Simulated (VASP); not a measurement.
Set up this calculation in VASP 6.6.1, as the native input.

- Task: single point
- Functional: LDA
- Potentials or basis: VASP PAW LDA potentials, release 64 (Pb_d, S)
- Cutoff: 520 eV
- k mesh: 12 × 12 × 12
- Occupations: fermi-dirac, width 0.08 eV
- Spin: no spin polarisation
- Dipole correction: no
- Further INCAR settings: ALGO = Normal; EDIFF = 1e-07; NBANDS = 17

The structure of PbS (rocksalt type) lies in POSCAR:

```
PbS
1.0
    0.0000000000      2.9226676291      2.9226676291
    2.9226676291      0.0000000000      2.9226676291
    2.9226676291      2.9226676291      0.0000000000
Pb S
1 1
Direct
    0.0000000000      0.0000000000      0.0000000000
    0.5000000000      0.5000000000      0.5000000000
```

The input as run:

INCAR

```
SYSTEM = PbS
PREC = Accurate
ENCUT = 520
EDIFF = 1E-7
ISMEAR = -1
SIGMA = 0.08
LREAL = .False.
LASPH = .True.
NELM = 80
ALGO = Normal
ISIF = 2
LWAVE = .False.
LCHARG = .True.
GGA = CA
LELF = .True.
LVHAR = .True.
NBANDS = 17
```

KPOINTS

```
Automatic mesh
0
Gamma
  12 12 12
  0 0 0
```

Potentials or basis: VASP PAW LDA potentials, release 64 (Pb_d, S).

The run is started by

```sh
$ cat potpaw_LDA.64/Pb_d/POTCAR potpaw_LDA.64/S/POTCAR > POTCAR
$ mpirun -np 1 vasp_std > vasp.out
```

It gave:

* Pressure: 0.1 GPa
* Band gap on the k mesh: 0.04 eV, direct

Caveat: spin-orbit coupling is left out, which moves the levels of the heavy elements.

Wall time 80 s on 1 thread of AMD EPYC 7R13 (shared host), peak memory 0.16 GiB.
